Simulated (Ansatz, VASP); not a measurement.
**Two plane-wave programs on Ni**

File INCAR:

```
ALGO     = Normal         # electronic algorithm
EDIFF    = 1E-7           # SCF threshold, eV
ENCUT    = 520            # plane-wave cutoff, eV
GGA      = PS             # functional
ISIF     = 2              # what is computed and relaxed
ISMEAR   = -1             # smearing method
ISPIN    = 2              # spin polarisation
LASPH    = T              # aspherical terms in the spheres
LCHARG   = F              # write CHGCAR
LMAXMIX  = 4              # l up to which the mixer works
LORBIT   = 11             # projections on sites
LREAL    = F              # projectors in reciprocal space
LWAVE    = F              # write WAVECAR
MAGMOM   = 1.5            # initial moments
NBANDS   = 15             # bands
NELM     = 150            # most SCF steps
PREC     = Accurate       # precision mode
SIGMA    = 0.1            # smearing width, eV
```

KPOINTS

```
k-points
0
Gamma
  14 14 14
```

Contents of POSCAR:

```
Ni
1.0
   -1.3837154700      1.3837154700      1.3837154700
    1.3837154700     -1.3837154700      1.3837154700
    1.3837154700      1.3837154700     -1.3837154700
Ni
1
Direct
    0.0000000000      0.0000000000      0.0000000000
```

Input for Ansatz:

```yaml
crystal:
  lattice:
    - [-1.38371547, 1.38371547, 1.38371547]
    - [1.38371547, -1.38371547, 1.38371547]
    - [1.38371547, 1.38371547, -1.38371547]
  atoms:
    - { symbol: Ni, position: [0.0, 0.0, 0.0] }
kpoints:
  mp_grid:
    grid: [14, 14, 14]
    shift: [0.0, 0.0, 0.0]
hamiltonian:
  xc: pbesol
magnetization:
  spin_polarized: true
  per_species:
    Ni: 1.5
scf:
  mixing:
    algorithm: msr1
    beta: 0.2
  occupations:
    method: fermi_dirac
    width: 0.1
output:
  forces: true
  stress: true
```

Alike in both runs: task single point; functional PBEsol; k mesh 14 × 14 × 14; occupations fermi-dirac, width 0.1 eV; collinear spin.

|  | VASP | Ansatz |
| --- | --- | --- |
| version | VASP 6.6.1 | Ansatz 0.2.0 |
| potentials or method | VASP PAW PBE potentials, release 64 (Ni) | plane waves, PAW |
| plane-wave cutoff (eV) | 520 | 420 |
| valence electrons in the cell | 10 | 18 |

VASP gave:

| Quantity | Value |
| --- | --- |
| pressure (GPa) | -2.6 |
| net moment per atom (μB) | 0.48 |
| size of the moment on the site where the two differ most (μB) | 0.48 |

Task: Which values does Ansatz return?

Result: Pressure (GPa): -2.6; net moment per atom (μB): 0.48; size of the moment on the site where the two differ most (μB): 0.51.

VASP's potentials were made for PBE, not for PBEsol. Site moments also hang on the region over which each program counts them. The functional is the same, so the differences come from potentials, cutoffs and numerics. VASP's potentials hold 10 valence electrons a cell and Ansatz's 18, so a difference there can come from the potentials and not from the codes.
